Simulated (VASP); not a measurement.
A run of VASP 6.6.1 is set up as follows.

INCAR

```
SYSTEM = Nb5O
  ALGO = Normal
  EDIFF = 1E-6
  ENCUT = 520
  GGA = PE
  ISIF = 2
  ISMEAR = 0
  LASPH = .TRUE.
  LCHARG = .FALSE.
  LREAL = .FALSE.
  LWAVE = .FALSE.
  NBANDS = 44
  NELM = 80
  PREC = Accurate
  SIGMA = 0.1
```

KPOINTS

```
k-points
0
G
  4 4 4
  0 0 0
```

POSCAR

```
Nb5O
1.0
    0.0000000000      3.8058768618      3.8058768618
    3.8058768618      0.0000000000      3.8058768618
    3.8058768618      3.8058768618      0.0000000000
Nb O
5 1
Direct
    0.7500000000      0.7500000000      0.7500000000
    0.3773117693      0.3773117693      0.8680646920
    0.3773117693      0.8680646920      0.3773117693
    0.3773117693      0.3773117693      0.3773117693
    0.8680646920      0.3773117693      0.3773117693
    0.0000000000      0.0000000000      0.0000000000
```

Potentials or basis: VASP PAW PBE potentials, release 64 (Nb_sv, O).

Launch:

```sh
$ cat potpaw_PBE.64/Nb_sv/POTCAR potpaw_PBE.64/O/POTCAR > POTCAR
$ mpirun -np 1 vasp_std > vasp.out
```

**Question.** What does it give for the band gap on the k mesh?

**Answer.** Zero (an odd number of electrons rules out a gap without spin polarisation).

**Question.** Estimate the largest force.

**Answer.** 0.003 eV/Å.

Forces on the atoms (eV/Å):
```
Nb   0.000  0.000  0.000
Nb  -0.002 -0.002  0.002
Nb  -0.002  0.002 -0.002
Nb   0.002  0.002  0.002
Nb   0.002 -0.002 -0.002
O    0.000  0.000  0.000
```
